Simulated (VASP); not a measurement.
Here is a VASP 6.6.1 calculation.

Contents of INCAR:

```
SYSTEM = Ag
ALGO = Normal
EDIFF = 1E-6
EDIFFG = -0.01
ENCUT = 600
GGA = PE
IBRION = 2
ISIF = 3
ISMEAR = 1
LASPH = .TRUE.
LCHARG = .FALSE.
LREAL = .FALSE.
LWAVE = .FALSE.
NELM = 100
NSW = 80
PREC = Accurate
PSTRESS = 60.0
SIGMA = 0.05
```

The input KPOINTS:

```
k-points
0
G
  12 12 12
  0 0 0
```

File POSCAR:

```
Ag
1.0
    2.8888850000      0.0000000000      0.0000000000
    1.4444425000      2.5018477986      0.0000000000
    1.4444425000      0.8339492662      2.3587647252
Ag
1
Direct
    0.0000000000      0.0000000000      0.0000000000
```

Potentials or basis: VASP PAW PBE potentials, release 64 (Ag).

Command:

```sh
$ cat potpaw_PBE.64/Ag/POTCAR > POTCAR
$ mpirun -np 1 vasp_std > vasp.out
```

Q: What does it give for the band gap on the k mesh?

A: Zero (an odd number of electrons rules out a gap without spin polarisation).

Q: What does it give for the relaxed cell?

A: a = 2.877 Å, b = 2.877 Å, c = 2.877 Å, α = 60.00°, β = 60.00°, γ = 60.00°.

Step by step:
```
step  energy change (eV)  largest force (eV/Å)  pressure (GPa)  volume (Å³)
   1              0.0000                0.0000            4.60        17.05
   2              0.0134                0.0000            7.10        16.68
   3              0.0067                0.0000            6.01        16.84
```

Caveat: the cell is relaxed towards a set pressure, so the run minimises the enthalpy, not the energy.
